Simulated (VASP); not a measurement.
# Ta (I4_1/amd) in VASP: a series of runs, part 2 of 2

VASP 6.6.1. The steps go on from the part before.

## 4. Single point, PBE

This run uses another cell than the first one, of 18.11 Å³/atom.

Contents of INCAR:

```
SYSTEM = Ta
ALGO     = Normal         ! electronic algorithm
EDIFF    = 1E-6           ! SCF threshold, eV
ENCUT    = 520            ! plane-wave cutoff, eV
GGA      = PE             ! functional
ISIF     = 2              ! what is computed and relaxed
ISMEAR   = -1             ! smearing method
LASPH    = .True.         ! aspherical terms in the spheres
LCHARG   = .False.        ! write CHGCAR
LREAL    = .False.        ! projectors in reciprocal space
LWAVE    = .False.        ! write WAVECAR
NBANDS   = 18             ! bands
NELM     = 80             ! most SCF steps
PREC     = Accurate       ! precision mode
SIGMA    = 0.1            ! smearing width, eV
```

Contents of KPOINTS:

```
k-points
0
Gamma
  17 17 17
  0 0 0
```

Contents of POSCAR:

```
Ta
1.0
   -2.5664082365      2.5664082365      1.3747500903
    2.5664082365     -2.5664082365      1.3747500903
    2.5664082365      2.5664082365     -1.3747500903
Ta
2
Direct
   -0.3750000000     -0.1250000000     -0.2500000000
    0.3750000000      0.1250000000      0.2500000000
```

Potentials or basis: VASP PAW PBE potentials, release 64 (Ta_pv).

Command:

```console
cat potpaw_PBE.64/Ta_pv/POTCAR > POTCAR
mpirun -np 1 vasp_std > vasp.out
```

OUTCAR:

```text
SYSTEM = Ta
   EDIFF = 1E-6
   ENCUT = 520
   GGA = PE
   ISIF = 2
   ISMEAR = -1
   LASPH = .True.
   LREAL = .False.
   NELM = 80
   PREC = Accurate

 ion  position               nearest neighbor table
   1  0.625  0.875  0.750-   2 2.66   2 2.66   2 2.66   2 2.66   2 3.29   2 3.29   2 3.29   2 3.29

   2  0.375  0.125  0.250-   1 2.66   1 2.66   1 2.66   1 2.66   1 3.29   1 3.29   1 3.29   1 3.29

  LATTYP: Found a body centered tetragonal cell.
 ALAT       =     5.1328164730
 C/A-ratio  =     0.5356708534

  Lattice vectors:

 A1 = (  -2.5664082365,   2.5664082365,   1.3747500903)
 A2 = (   2.5664082365,  -2.5664082365,   1.3747500903)
 A3 = (   2.5664082365,   2.5664082365,  -1.3747500903)

Analysis of symmetry for initial positions (statically):
=====================================================================
 Subroutine PRICEL returns:
 Original cell was already a primitive cell.

 Routine SETGRP: Setting up the symmetry group for a
 body centered tetragonal supercell.

 Subroutine GETGRP returns: Found 16 space group operations
 (whereof  4 operations were pure point group operations)
 out of a pool of 16 trial point group operations.

The static configuration has the point symmetry C_2h.
 The point group associated with its full space group is D_4h.

Analysis of symmetry for dynamics (positions and initial velocities):
=====================================================================
 Subroutine PRICEL returns:
 Original cell was already a primitive cell.

 Routine SETGRP: Setting up the symmetry group for a
 body centered tetragonal supercell.

 Subroutine GETGRP returns: Found 16 space group operations
 (whereof  4 operations were pure point group operations)
 out of a pool of 16 trial point group operations.

The dynamic configuration has the point symmetry C_2h.
 The point group associated with its full space group is D_4h.

 Subroutine INISYM returns: Found 16 space group operations
 (whereof  4 operations are pure point group operations),
 and found     1 'primitive' translations

----------------------------------------------------------------------------------------

                                     Primitive cell

  volume of cell :      36.2189

  direct lattice vectors                    reciprocal lattice vectors
    -2.566408237  2.566408237  1.374750090     0.000000000  0.194824811  0.363702467
     2.566408237 -2.566408237  1.374750090     0.194824811  0.000000000  0.363702467
     2.566408237  2.566408237 -1.374750090     0.194824811  0.194824811  0.000000000

  length of vectors
     3.881087513  3.881087513  3.881087513     0.412596888  0.412596888  0.275523890

  position of ions in fractional coordinates (direct lattice)
     0.625000000  0.875000000  0.750000000
     0.375000000  0.125000000  0.250000000

  ion indices of the primitive-cell ions
   primitive index   ion index
                 1           1
                 2           2

----------------------------------------------------------------------------------------

 KPOINTS: k-points

Automatic generation of k-mesh.
 Grid dimensions read from file:
 generate k-points for:   17   17   17

 Generating k-lattice:

  Cartesian coordinates                     Fractional coordinates (reciprocal lattice)
     0.000000000  0.011460283  0.021394263     0.058823529 -0.000000000  0.000000000
     0.011460283  0.000000000  0.021394263    -0.000000000  0.058823529  0.000000000
     0.011460283  0.011460283  0.000000000     0.000000000  0.000000000  0.058823529

  Length of vectors
     0.024270405  0.024270405  0.016207288

  Shift w.r.t. Gamma in fractional coordinates (k-lattice)
     0.000000000  0.000000000  0.000000000

 Subroutine IBZKPT returns following result:
 ===========================================

 Found    405 irreducible k-points:

 Following reciprocal coordinates:
            Coordinates               Weight
  0.000000  0.000000  0.000000      1.000000
  0.058824 -0.000000  0.000000      8.000000
  0.117647  0.000000 -0.000000      8.000000
  0.176471 -0.000000  0.000000      8.000000
  0.235294  0.000000 -0.000000      8.000000
  0.294118 -0.000000  0.000000      8.000000
[... 16 lines left out ...]
 -0.176471  0.058824 -0.000000     16.000000
 -0.117647  0.058824  0.000000     16.000000
 [... further k-points ...]
   k-points           NKPTS =    405   k-points in BZ     NKDIM =    405   number of bands    NBANDS=     18
   number of dos      NEDOS =    301   number of ions     NIONS =      2
   total plane-waves  NPLWV =  27000
   dimension x,y,z NGX =    30 NGY =   30 NGZ =   30
   dimension x,y,z NGXF=    60 NGYF=   60 NGZF=   60
   ions per type =               2
   NGX,Y,Z   is equivalent  to a cutoff of  12.85, 12.85, 12.85 a.u.
   NGXF,Y,Z  is equivalent  to a cutoff of  25.70, 25.70, 25.70 a.u.
 SYSTEM =  Ta
   PREC   = accura    normal or accurate (medium, high low for compatibility)
   ISTART =      0    job   : 0-new  1-cont  2-samecut
   ICHARG =      2    charge: 1-file 2-atom 10-const
   ISPIN  =      1    spin polarized calculation?
   LNONCOLLINEAR =      F non collinear calculations
   LSORBIT =      F    spin-orbit coupling
   LASPH  =      T    aspherical Exc in radial PAW
   ENCUT  =  520.0 eV  38.22 Ry    6.18 a.u.   7.22  7.22  7.22*2*pi/ulx,y,z
   NELM   =     80;   NELMIN=  2; NELMDL= -5     # of ELM steps
   EDIFF  = 0.1E-05   stopping-criterion for ELM
   LREAL  =      F    real-space projection
[... 7 lines left out ...]
   TEBEG  =    0.0;   TEEND  =   0.0 temperature during run
   PSTRESS=    0.0 pullay stress
   NELECT =      22.0000    total number of electrons
   NUPDOWN=      -1.0000    fix difference up-down
   EMIN   =  10.00;   EMAX   =-10.00  energy-range for DOS
   EFERMI =   0.00;   METHOD = LEGACY
   ISMEAR =    -1;   SIGMA  =   0.10  broadening in eV -4-tet -1-fermi 0-gaus
   EFERMI_NEDOS =   21; number of points for ismear=-14 and -15
   IALGO  =     38    algorithm
   IMIX   =      4    mixing-type and parameters
     AMIX     =   0.40;   BMIX     =  1.00
     AMIX_MAG =   1.60;   BMIX_MAG =  1.00
  volume/ion in A,a.u.               =      18.11       122.21
  Fermi-wavevector in a.u.,A,eV,Ry     =   1.386449  2.620009 26.153684  1.922242
  Thomas-Fermi vector in A             =   2.510764
   LORBIT       =      0    0 simple, 1 ext, 2 COOP (PROOUT), +10 PAW based schemes
   GGA     = PE    functional components
   LHFCALC =     F    Hartree Fock is set to
   AEXX    =    0.0000 exact exchange contribution
   IVDW    =     0    specifies the selected vdW correction
   LEPSILON=     F    determine dielectric tensor
   LRPA    =     F    only Hartree local field effects (RPA)
 non-spin polarized calculation
  energy-cutoff  :      520.00
  volume of cell :       36.22
 maximum number of plane-waves:       993
 NGX is ok and might be reduce to    30
   NGX = 15   NGY = 15   NGZ = 15

 number of electron      22.0000001 magnetization

 Free energy of the ion-electron system (eV)
  ---------------------------------------------------
  ext. energy  EPLUGINS =         0.00000000
  ---------------------------------------------------
  free energy    TOTEN  =       -21.99489466 eV

  energy without entropy =      -21.93155970  energy(sigma->0) =      -21.96322718

 E-fermi :   5.8179     XC(G=0): -12.5106

 val. band max:        5.8170153201   @ k =   0.3529   0.2353   0.0588
 cond. band min:       5.8192103109   @ k =  -0.2941   0.4706   0.0588
 fundamental gap:      0.0021949908
 Fermi energy:         5.8178930045

 k-point     1 :       0.0000    0.0000    0.0000
  band No.  band energies     occupation
      1     -28.8317      2.00000
      2     -28.8317      2.00000
      3     -27.5283      2.00000
      4     -27.5283      2.00000
      5     -27.5157      2.00000
      6     -27.4992      2.00000
[... 10 lines left out ...]
     17      12.0829      0.00000
     18      12.5726      0.00000

 k-point     2 :       0.0588   -0.0000    0.0000
  band No.  band energies     occupation
      1     -28.8278      2.00000
      2     -28.8150      2.00000
      3     -27.5798      2.00000
      4     -27.5434      2.00000
      5     -27.5254      2.00000
      6     -27.5146      2.00000
[... 10 lines left out ...]
     17      12.4869      0.00000
     18      12.5224      0.00000
[... 442 lines left out ...]
 k-point    24 :      -0.1176    0.0588    0.0000
  band No.  band energies     occupation
      1     -28.8231      2.00000
      2     -28.7850      2.00000
      3     -27.6350      2.00000
      4     -27.5554      2.00000
      5     -27.5322      2.00000
      6     -27.4895      2.00000
[... 10 lines left out ...]
     17      12.2445      0.00000
     18      12.3183      0.00000

 [... further k-points ...]

------------------------ aborting loop because EDIFF is reached ----------------------------------------

  FORCE on cell =-STRESS in cart. coord.  units (eV):
  Direction    XX          YY          ZZ          XY          YZ          ZX
  --------------------------------------------------------------------------------------
  -------------------------------------------------------------------------------------
  Total        3.5692606      3.5692606      3.5485704      0.0000000     -0.0000000      0.0000000
  in kB      157.8896308    157.8896308    156.9743788      0.0000000     -0.0000000      0.0000000
  external PRESSURE =     157.5845468 kB  Pullay stress =       0.0000000 kB

 VOLUME and BASIS-vectors are now :
 -----------------------------------------------------------------------------
  energy-cutoff  :      520.00
  volume of cell :       36.22
      direct lattice vectors                 reciprocal lattice vectors
    -2.566408237  2.566408237  1.374750090     0.000000000  0.194824811  0.363702467
     2.566408237 -2.566408237  1.374750090     0.194824811  0.000000000  0.363702467
     2.566408237  2.566408237 -1.374750090     0.194824811  0.194824811  0.000000000

 POSITION                                       TOTAL-FORCE (eV/Angst)
 -----------------------------------------------------------------------------------
      2.56641      1.28320      1.03106        -0.000000     -0.000000     -0.000000
      0.00000      1.28320      0.34369         0.000000      0.000000      0.000000
 -----------------------------------------------------------------------------------
    total drift:                                0.000000     -0.000000      0.000000

  FREE ENERGIE OF THE ION-ELECTRON SYSTEM (eV)
  ---------------------------------------------------
  free  energy   TOTEN  =       -21.9948946598 eV

  energy  without entropy=      -21.9315597033  energy(sigma->0) =      -21.96322718
```

It took 2.9 min on 1 thread of AMD EPYC 9R45 (Zen 5), shared host; peak memory 0.31 GiB.

Results:

| Quantity | Value |
| --- | --- |
| Free energy | -21.9949 eV |
| Pressure | 15.8 GPa |
| Band gap on the k mesh | zero (bands 11 and 12 overlap by 1.38 eV) |

Stress tensor (GPa, compression positive):
```
15.79  0.00  0.00
 0.00 15.79  0.00
 0.00  0.00 15.70
```

Caveat: the cell stands under pressure; spin-orbit coupling is left out, which moves the levels of the heavy elements.
